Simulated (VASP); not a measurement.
Write the native input for VASP 6.6.1 that does the following.

```
Task                   : single point
Functional             : r2SCAN
Potentials or basis    : VASP PAW PBE potentials, release 64 (Si)
Cutoff                 : 500 eV
k mesh                 : 1 × 1 × 1
Occupations            : gaussian, width 0.05 eV
Spin                   : no spin polarisation
Dipole correction      : yes
Second try             : not_converged
Further INCAR settings : ALGO = Normal; EDIFF = 1e-06; NBANDS = 31; AMIX = 0.1; BMIX = 0.0001
```

Si, a slab with vacuum:

```
Si
1.0
     3.83191    0.00000    0.00000
    -1.91595    3.31853    0.00000
     0.00000    0.00000   28.48386
Si
10
Direct
  0.33333 0.66667 0.26331
  0.66667 0.33333 0.29140
  0.66667 0.33333 0.37463
  0.33333 0.66667 0.40272
  0.33333 0.66667 0.48595
  0.66667 0.33333 0.51405
  0.66667 0.33333 0.59728
  0.33333 0.66667 0.62537
  0.33333 0.66667 0.70860
  0.66667 0.33333 0.73669
```

These files were run (other wordings do the same):

POSCAR

```
Si
1.0
    3.8319083582      0.0000000000      0.0000000000
   -1.9159541791      3.3185299832      0.0000000000
    0.0000000000      0.0000000000     28.4838618391
Si
10
Direct
    0.3333333333      0.6666666667      0.2633069927
    0.6666666667      0.3333333333      0.2914008651
    0.6666666667      0.3333333333      0.3746300282
    0.3333333333      0.6666666667      0.4027239007
    0.3333333333      0.6666666667      0.4859530638
    0.6666666667      0.3333333333      0.5140469362
    0.6666666667      0.3333333333      0.5972760993
    0.3333333333      0.6666666667      0.6253699718
    0.3333333333      0.6666666667      0.7085991349
    0.6666666667      0.3333333333      0.7366930073
```

INCAR.step1

```
  PREC = Accurate
  ENCUT = 500
  ISMEAR = 0
  SIGMA = 0.05
  LREAL = F
  LASPH = T
  NELM = 300
  LDIPOL = T
  IDIPOL = 3
  DIPOL = 0.5 0.5 0.500
  NBANDS = 31
  GGA = PE
  ALGO = Normal
  EDIFF = 1E-5
  LWAVE = T
  LCHARG = F
  GGA_COMPAT = F
  NELMDL = -8
  AMIX = 0.1
  BMIX = 1E-4
  AMIX_MAG = 0.4
  BMIX_MAG = 1E-4
```

INCAR.step2

```
  PREC = Accurate
  ENCUT = 500
  EDIFF = 1E-6
  ISMEAR = 0
  SIGMA = 0.05
  LREAL = F
  LASPH = T
  NELM = 300
  ALGO = Normal
  ISIF = 2
  LWAVE = F
  LCHARG = F
  LDIPOL = T
  IDIPOL = 3
  DIPOL = 0.5 0.5 0.500
  METAGGA = R2SCAN
  LMIXTAU = T
  NBANDS = 31
  ISTART = 1
  GGA_COMPAT = F
  AMIX = 0.1
  BMIX = 1E-4
  AMIX_MAG = 0.4
  BMIX_MAG = 1E-4
```

KPOINTS

```
regular mesh
0
Gamma
  1 1 1
```

Potentials or basis: VASP PAW PBE potentials, release 64 (Si).

Run with:

```console
$ cat potpaw_PBE.64/Si/POTCAR > POTCAR
$ cp INCAR.step1 INCAR
$ mpirun -np 4 vasp_gam > vasp.out
$ cp INCAR.step2 INCAR
$ mpirun -np 4 vasp_gam > vasp.out
```

Results of the run:

* Largest force: 2.917 eV/Å

Caveat: the k points lie up to 1.89 Å⁻¹ apart, too coarse for converged energies, forces and pressures; the PAW data sets were made with another functional, which shifts forces and pressure a little.

Run time: 25 s on 4 MPI ranks on Intel(R) Xeon(R) 6975P-C (Granite Rapids), on a shared host, peak memory 0.22 GiB a rank.
